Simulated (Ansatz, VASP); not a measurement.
One calculation of AlGa2N3, two programs

Contents of POSCAR:

```
AlGa2N3
1.0
   -1.4705221966      1.4705221966      6.2527666778
    1.4705221966     -1.4705221966      6.2527666778
    1.4705221966      1.4705221966     -6.2527666778
Al N Ga
1 3 2
Direct
    0.0000000000      0.0000000000      0.0000000000
    0.8362371657      0.8362371657      0.0000000000
    0.1637628343      0.1637628343      0.0000000000
    0.5000000000      0.5000000000      0.0000000000
    0.3341054568      0.3341054568      0.0000000000
    0.6658945432      0.6658945432      0.0000000000
```

The input INCAR.step1:

```
SYSTEM = AlGa2N3
PREC = Accurate
ENCUT = 660
ISMEAR = 0
SIGMA = 0.01
LREAL = .FALSE.
LASPH = .TRUE.
NELM = 120
NBANDS = 31
GGA = PE
ALGO = Normal
EDIFF = 1E-5
LWAVE = .TRUE.
LCHARG = .FALSE.
GGA_COMPAT = .FALSE.
```

The input INCAR.step2:

```
SYSTEM = AlGa2N3
PREC = Accurate
ENCUT = 660
EDIFF = 1E-6
ISMEAR = 0
SIGMA = 0.01
LREAL = .FALSE.
LASPH = .TRUE.
NELM = 120
ALGO = Normal
ISIF = 2
LWAVE = .FALSE.
LCHARG = .FALSE.
METAGGA = R2SCAN
LMIXTAU = .TRUE.
NBANDS = 31
ISTART = 1
GGA_COMPAT = .FALSE.
```

Contents of KPOINTS:

```
regular mesh
0
G
  12 12 12
  0 0 0
```

Input for Ansatz:

```yaml
crystal:
  lattice:
    - [-1.4705221966, 1.4705221966, 6.2527666778]
    - [1.4705221966, -1.4705221966, 6.2527666778]
    - [1.4705221966, 1.4705221966, -6.2527666778]
  atoms:
    - { symbol: Al, position: [0.0, 0.0, 0.0] }
    - { symbol: "N", position: [0.8362371657, 0.8362371657, 0.0] }
    - { symbol: Ga, position: [0.3341054568, 0.3341054568, 0.0] }
    - { symbol: "N", position: [0.1637628343, 0.1637628343, 0.0] }
    - { symbol: Ga, position: [0.6658945432, 0.6658945432, 0.0] }
    - { symbol: "N", position: [0.5, 0.5, 0.0] }
kpoints:
  mp_grid: { grid: [12, 12, 12] }
  band_path:
    path:
      - [0.0, 0.0, 0.0]
      - [0.0, 0.0, 0.5]
      - [0.25, 0.25, 0.25]
      - [0.0, 0.5, 0.0]
      - [0.5, 0.5, -0.5]
      - [0.2638273428, 0.7361726572, -0.2638273428]
      - [-0.2638273428, 0.2638273428, 0.2638273428]
      - [-0.0276546857, 0.0276546857, 0.5]
      - [0.5, 0.5, -0.0276546857]
      - [0.322917, -0.328125, -0.497396]
      - [0.4, 0.4, -0.4]
    npoints: 1
hamiltonian:
  xc: r2scan
scf:
  occupations: { method: fixed }
  n_extra_bands: 5
output:
  forces: true
  stress: true
  eigenvalues: true
```

Alike in both runs: task single point; functional r2SCAN; k mesh 12 × 12 × 12; no spin polarisation.

```csv
,VASP,Ansatz
version,VASP 6.6.1,Ansatz 0.2.0
potentials or method,"VASP PAW PBE potentials, release 64 (Al, N, Ga_d)","plane waves, PAW"
plane-wave cutoff (eV),660,500
occupations,"gaussian, width 0.01 eV",fixed
valence electrons in the cell,44,44
```

|  | VASP | Ansatz | Ansatz less VASP |
| --- | --- | --- | --- |
| gap on the k mesh at the Fermi level (eV) | 1.93 | 1.95 | +0.019 |
| pressure (GPa) | 0.7 | 0.0 | -0.73 |
| rms of the force components (eV/Å) | 0.016 | 0.000 | -0.0157 |

VASP's potentials were made for PBE, not for r2SCAN.
